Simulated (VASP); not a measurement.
# C (P6_3/mmc) in VASP: further runs

The runs below take C through single point, with LDA.

All numbers are computed with VASP 6.6.1; they aren't measurements. Logs are shortened: lines on timing, memory, paths and dates and some standing lists are left out, and cuts for length are marked.

**1. The cell of the first run**

It takes space group P6_3/mmc (No. 194, hexagonal). Conventional cell: a = 2.483 Å, b = 2.483 Å, c = 4.095 Å, α = 90.00°, β = 90.00°, γ = 120.00°. Within 2.0 Å of C (site symmetry 3m) lie 4 C at 1.52 to 1.53 Å.

**2. Single point, LDA (strained cell)**

File INCAR:

```
SYSTEM = C
ALGO     = Normal         ! electronic algorithm
EDIFF    = 1E-6           ! SCF threshold, eV
ENCUT    = 520            ! plane-wave cutoff, eV
GGA      = CA             ! functional
ISIF     = 2              ! what is computed and relaxed
ISMEAR   = 0              ! smearing method
LASPH    = .TRUE.         ! aspherical terms in the spheres
LCHARG   = .FALSE.        ! write CHGCAR
LREAL    = .FALSE.        ! projectors in reciprocal space
LWAVE    = .FALSE.        ! write WAVECAR
NBANDS   = 16             ! bands
NELM     = 60             ! most SCF steps
PREC     = Accurate       ! precision mode
SIGMA    = 0.02           ! smearing width, eV
```

File KPOINTS:

```
k-points
0
G
  9 9 6
  0 0 0
```

File POSCAR:

```
C
1.0
    2.4834374100      0.0000000000      0.0000000000
   -1.2417187050      2.1507198858      0.0000000000
    0.0000000000      0.0000000000      4.0945232323
C
4
Direct
    0.3333333333      0.6666666667     -0.0002355119
    0.6666666667      0.3333333333      0.4997644881
    0.3333333333      0.6666666667      0.3742355119
    0.6666666667      0.3333333333      0.8742355119
```

Potentials or basis: VASP PAW LDA potentials, release 64 (C).

Command:

```sh
cat potpaw_LDA.64/C/POTCAR > POTCAR
mpirun -np 1 vasp_std > vasp.out
```

OUTCAR:

```text
SYSTEM = C
   EDIFF = 1E-6
   ENCUT = 520
   GGA = CA
   ISIF = 2
   ISMEAR = 0
   LASPH = .TRUE.
   LREAL = .FALSE.
   NELM = 60
   PREC = Accurate

 ion  position               nearest neighbor table
   1  0.333  0.667  1.000-   4 1.52   4 1.52   4 1.52   3 1.53
   2  0.667  0.333  0.500-   3 1.52   3 1.52   3 1.52   4 1.53
   3  0.333  0.667  0.374-   2 1.52   2 1.52   2 1.52   1 1.53
   4  0.667  0.333  0.874-   1 1.52   1 1.52   1 1.52   2 1.53

  LATTYP: Found a hexagonal cell.
 ALAT       =     2.4834374100
 C/A-ratio  =     1.6487322031

  Lattice vectors:

 A1 = (   2.4834374100,   0.0000000000,   0.0000000000)
 A2 = (  -1.2417187050,   2.1507198858,   0.0000000000)
 A3 = (   0.0000000000,   0.0000000000,   4.0945232323)

Analysis of symmetry for initial positions (statically):
=====================================================================
 Subroutine PRICEL returns:
 Original cell was already a primitive cell.

 Routine SETGRP: Setting up the symmetry group for a
 hexagonal supercell.

 Subroutine GETGRP returns: Found 24 space group operations
 (whereof  6 operations were pure point group operations)
 out of a pool of 24 trial point group operations.

The static configuration has the point symmetry C_3v.
 The point group associated with its full space group is D_6h.

Analysis of symmetry for dynamics (positions and initial velocities):
=====================================================================
 Subroutine PRICEL returns:
 Original cell was already a primitive cell.

 Routine SETGRP: Setting up the symmetry group for a
 hexagonal supercell.

 Subroutine GETGRP returns: Found 24 space group operations
 (whereof  6 operations were pure point group operations)
 out of a pool of 24 trial point group operations.

The dynamic configuration has the point symmetry C_3v.
 The point group associated with its full space group is D_6h.

 Subroutine INISYM returns: Found 24 space group operations
 (whereof  6 operations are pure point group operations),
 and found     1 'primitive' translations

----------------------------------------------------------------------------------------

                                     Primitive cell

  volume of cell :      21.8696

  direct lattice vectors                    reciprocal lattice vectors
     2.483437410  0.000000000  0.000000000     0.402667688  0.232480298  0.000000000
    -1.241718705  2.150719886  0.000000000     0.000000000  0.464960596  0.000000000
     0.000000000  0.000000000  4.094523232     0.000000000  0.000000000  0.244228679

  length of vectors
     2.483437410  2.483437410  4.094523232     0.464960596  0.464960596  0.244228679

  position of ions in fractional coordinates (direct lattice)
     0.333333333  0.666666667  0.999764488
     0.666666667  0.333333333  0.499764488
     0.333333333  0.666666667  0.374235512
     0.666666667  0.333333333  0.874235512

  ion indices of the primitive-cell ions
   primitive index   ion index
                 1           1
                 2           2
                 3           3
                 4           4

----------------------------------------------------------------------------------------

 KPOINTS: k-points

Automatic generation of k-mesh.
 Grid dimensions read from file:
 generate k-points for:    9    9    6

 Generating k-lattice:

  Cartesian coordinates                     Fractional coordinates (reciprocal lattice)
     0.044740854  0.025831144  0.000000000     0.111111111  0.000000000  0.000000000
     0.000000000  0.051662288  0.000000000     0.000000000  0.111111111  0.000000000
     0.000000000  0.000000000  0.040704780     0.000000000  0.000000000  0.166666667

  Length of vectors
     0.051662288  0.051662288  0.040704780

  Shift w.r.t. Gamma in fractional coordinates (k-lattice)
     0.000000000  0.000000000  0.000000000

 Subroutine IBZKPT returns following result:
 ===========================================

 Found     48 irreducible k-points:

 Following reciprocal coordinates:
            Coordinates               Weight
  0.000000  0.000000  0.000000      1.000000
  0.111111  0.000000  0.000000      6.000000
  0.222222  0.000000  0.000000      6.000000
  0.333333  0.000000  0.000000      6.000000
  0.444444  0.000000  0.000000      6.000000
  0.111111  0.111111  0.000000      6.000000
[... 16 lines left out ...]
  0.333333  0.222222  0.166667     24.000000
  0.333333  0.333333  0.166667      4.000000
 [... further k-points ...]
   k-points           NKPTS =     48   k-points in BZ     NKDIM =     48   number of bands    NBANDS=     16
   number of dos      NEDOS =    301   number of ions     NIONS =      4
   total plane-waves  NPLWV =   9720
   dimension x,y,z NGX =    18 NGY =   18 NGZ =   30
   dimension x,y,z NGXF=    36 NGYF=   36 NGZF=   60
   ions per type =               4
   NGX,Y,Z   is equivalent  to a cutoff of  12.05, 12.05, 12.18 a.u.
   NGXF,Y,Z  is equivalent  to a cutoff of  24.10, 24.10, 24.36 a.u.
 SYSTEM =  C
   PREC   = accura    normal or accurate (medium, high low for compatibility)
   ISTART =      0    job   : 0-new  1-cont  2-samecut
   ICHARG =      2    charge: 1-file 2-atom 10-const
   ISPIN  =      1    spin polarized calculation?
   LNONCOLLINEAR =      F non collinear calculations
   LSORBIT =      F    spin-orbit coupling
   LASPH  =      T    aspherical Exc in radial PAW
   ENCUT  =  520.0 eV  38.22 Ry    6.18 a.u.   4.62  4.62  7.61*2*pi/ulx,y,z
   NELM   =     60;   NELMIN=  2; NELMDL= -5     # of ELM steps
   EDIFF  = 0.1E-05   stopping-criterion for ELM
   LREAL  =      F    real-space projection
   EDIFFG = 0.1E-04   stopping-criterion for IOM
   NSW    =      0    number of steps for IOM
   IBRION =     -1    ionic relax: 0-MD 1-quasi-New 2-CG
   NFREE  =      0    steps in history (QN), initial steepest desc. (CG)
   ISIF   =      2    stress and relaxation
   ISYM   =      2    0-nonsym 1-usesym 2-fastsym
   POTIM  = 0.5000    time-step for ionic-motion
   TEBEG  =    0.0;   TEEND  =   0.0 temperature during run
   PSTRESS=    0.0 pullay stress
   NELECT =      16.0000    total number of electrons
   NUPDOWN=      -1.0000    fix difference up-down
   EMIN   =  10.00;   EMAX   =-10.00  energy-range for DOS
   EFERMI =   0.00;   METHOD = LEGACY
   ISMEAR =     0;   SIGMA  =   0.02  broadening in eV -4-tet -1-fermi 0-gaus
   EFERMI_NEDOS =   21; number of points for ismear=-14 and -15
   IALGO  =     38    algorithm
   IMIX   =      4    mixing-type and parameters
     AMIX     =   0.40;   BMIX     =  1.00
     AMIX_MAG =   1.60;   BMIX_MAG =  1.00
  volume/ion in A,a.u.               =       5.47        36.90
  Fermi-wavevector in a.u.,A,eV,Ry     =   1.475145  2.787620 29.606992  2.176053
  Thomas-Fermi vector in A             =   2.589830
   LORBIT       =      0    0 simple, 1 ext, 2 COOP (PROOUT), +10 PAW based schemes
   GGA     = CA    functional components
   LHFCALC =     F    Hartree Fock is set to
   AEXX    =    0.0000 exact exchange contribution
   IVDW    =     0    specifies the selected vdW correction
   LEPSILON=     F    determine dielectric tensor
   LRPA    =     F    only Hartree local field effects (RPA)
 non-spin polarized calculation
 Gauss-broadening in eV      SIGMA  =   0.02
  energy-cutoff  :      520.00
  volume of cell :       21.87
 maximum number of plane-waves:       602
   NGX =  9   NGY =  9   NGZ = 15

 number of electron      15.9999995 magnetization

 Free energy of the ion-electron system (eV)
  ---------------------------------------------------
  ext. energy  EPLUGINS =         0.00000000
  ---------------------------------------------------
  free energy    TOTEN  =       -40.37715804 eV

  energy without entropy =      -40.37715804  energy(sigma->0) =      -40.37715804

 E-fermi :  10.7985     XC(G=0): -13.6713

 val. band max:       10.5856012945   @ k =   0.0000   0.0000   0.0000
 cond. band min:      13.5797668296   @ k =   0.3333   0.3333   0.0000
 fundamental gap:      2.9941655351
 Fermi energy:        10.7985120997

 k-point     1 :       0.0000    0.0000    0.0000
  band No.  band energies     occupation
      1     -11.5668      2.00000
      2      -5.5799      2.00000
      3      -3.5455      2.00000
      4       7.2936      2.00000
      5       7.2936      2.00000
      6      10.0642      2.00000
[... 8 lines left out ...]
     15      25.8548      0.00000
     16      28.1828      0.00000

 k-point     2 :       0.1111    0.0000    0.0000
  band No.  band energies     occupation
      1     -11.2548      2.00000
      2      -5.3025      2.00000
      3      -3.2503      2.00000
      4       5.8469      2.00000
      5       6.6786      2.00000
      6       9.3696      2.00000
[... 8 lines left out ...]
     15      26.1373      0.00000
     16      27.0387      0.00000

 k-point     3 :       0.2222    0.0000    0.0000
  band No.  band energies     occupation
      1     -10.3249      2.00000
      2      -4.4755      2.00000
      3      -2.4027      2.00000
      4       2.8096      2.00000
      5       5.4836      2.00000
      6       6.7936      2.00000
[... 8 lines left out ...]
     15      25.0855      0.00000
     16      26.8313      0.00000

 k-point     4 :       0.3333    0.0000    0.0000
  band No.  band energies     occupation
      1      -8.8031      2.00000
      2      -3.1169      2.00000
      3      -1.4669      2.00000
      4      -0.0880      2.00000
      5       3.9368      2.00000
      6       4.4549      2.00000
[... 8 lines left out ...]
     15      25.8095      0.00000
     16      26.9606      0.00000

 k-point     5 :       0.4444    0.0000    0.0000
  band No.  band energies     occupation
      1      -6.8182      2.00000
      2      -3.7006      2.00000
      3      -1.3080      2.00000
      4       0.6660      2.00000
      5       1.3028      2.00000
      6       3.8927      2.00000
[... 8 lines left out ...]
     15      27.3087      0.00000
     16      29.0811      0.00000

 k-point     6 :       0.1111    0.1111    0.0000
  band No.  band energies     occupation
      1     -10.6338      2.00000
      2      -4.7504      2.00000
      3      -2.6770      2.00000
      4       3.9831      2.00000
      5       5.3367      2.00000
      6       7.7570      2.00000
[... 8 lines left out ...]
     15      26.0210      0.00000
     16      26.7244      0.00000
[... 267 lines left out ...]
 k-point    21 :       0.4444    0.1111    0.1667
  band No.  band energies     occupation
      1      -5.7497      2.00000
      2      -4.1354      2.00000
      3      -1.5889      2.00000
      4      -0.0681      2.00000
      5       2.2521      2.00000
      6       3.0948      2.00000
[... 8 lines left out ...]
     15      26.7600      0.00000
     16      28.9180      0.00000

 k-point    22 :       0.2222    0.2222    0.1667
  band No.  band energies     occupation
      1      -7.7217      2.00000
      2      -3.4842      2.00000
      3      -0.8044      2.00000
      4       1.5321      2.00000
      5       1.6455      2.00000
      6       3.0772      2.00000
[... 8 lines left out ...]
     15      24.5128      0.00000
     16      27.1525      0.00000

 k-point    23 :       0.3333    0.2222    0.1667
  band No.  band energies     occupation
      1      -5.7871      2.00000
      2      -3.0601      2.00000
      3      -1.5552      2.00000
      4       0.4736      2.00000
      5       1.0278      2.00000
      6       2.8428      2.00000
[... 8 lines left out ...]
     15      26.0218      0.00000
     16      27.3975      0.00000

 k-point    24 :       0.3333    0.3333    0.1667
  band No.  band energies     occupation
      1      -4.0656      2.00000
      2      -4.0656      2.00000
      3      -0.8391      2.00000
      4       0.0240      2.00000
      5       0.0240      2.00000
      6       2.8764      2.00000
[... 8 lines left out ...]
     15      26.4854      0.00000
     16      26.4854      0.00000

 [... further k-points ...]

------------------------ aborting loop because EDIFF is reached ----------------------------------------

  FORCE on cell =-STRESS in cart. coord.  units (eV):
  Direction    XX          YY          ZZ          XY          YZ          ZX
  --------------------------------------------------------------------------------------
  -------------------------------------------------------------------------------------
  Total        0.2439923      0.2439923      2.2021454      0.0000000      0.0000000      0.0000000
  in kB       17.8750113     17.8750113    161.3303848      0.0000000      0.0000000      0.0000000
  external PRESSURE =      65.6934691 kB  Pullay stress =       0.0000000 kB

 VOLUME and BASIS-vectors are now :
 -----------------------------------------------------------------------------
  energy-cutoff  :      520.00
  volume of cell :       21.87
      direct lattice vectors                 reciprocal lattice vectors
     2.483437410  0.000000000  0.000000000     0.402667688  0.232480298  0.000000000
    -1.241718705  2.150719886  0.000000000     0.000000000  0.464960596  0.000000000
     0.000000000  0.000000000  4.094523232     0.000000000  0.000000000  0.244228679

 POSITION                                       TOTAL-FORCE (eV/Angst)
 -----------------------------------------------------------------------------------
     -0.00000      1.43381      4.09356        -0.000000     -0.000000      0.001677
      1.24172      0.71691      2.04630         0.000000      0.000000      0.001677
     -0.00000      1.43381      1.53232        -0.000000     -0.000000     -0.001677
      1.24172      0.71691      3.57958         0.000000      0.000000     -0.001677
 -----------------------------------------------------------------------------------
    total drift:                               -0.000000      0.000000     -0.000038

  FREE ENERGIE OF THE ION-ELECTRON SYSTEM (eV)
  ---------------------------------------------------
  free  energy   TOTEN  =       -40.3771580433 eV

  energy  without entropy=      -40.3771580433  energy(sigma->0) =      -40.37715804
```

Wall time 12 s (1 thread of AMD EPYC 9R14 (Zen 4), shared host); peak memory 0.08 GiB.

What came out:

```yaml
Free_energy: -40.3772 eV
Pressure: 6.6 GPa
Band_gap_on_the_k_mesh: 2.99 eV, indirect (least direct gap 4.86 eV)
```

Levels at points of the mesh, in eV from the valence-band top:
| k point | band 4 | band 5 | band 6 | band 7 | band 8 | band 9 | band 10 | band 11 | band 12 | band 13 |
| --- | --- | --- | --- | --- | --- | --- | --- | --- | --- | --- |
| (0.00, 0.00, 0.00) | -3.29 | -3.29 | -0.52 | 0.00 | 0.00 | 4.86 | 4.86 | 5.65 | 8.49 | 9.68 |
| (0.00, 0.00, 0.50) | -7.09 | -1.98 | -1.98 | -1.98 | -1.98 | 7.26 | 7.26 | 7.26 | 7.26 | 7.83 |

Caveat: the cell differs from its parent crystal (strained cell). A k mesh can miss the band edges.

(Continued in part 2 of 2.)
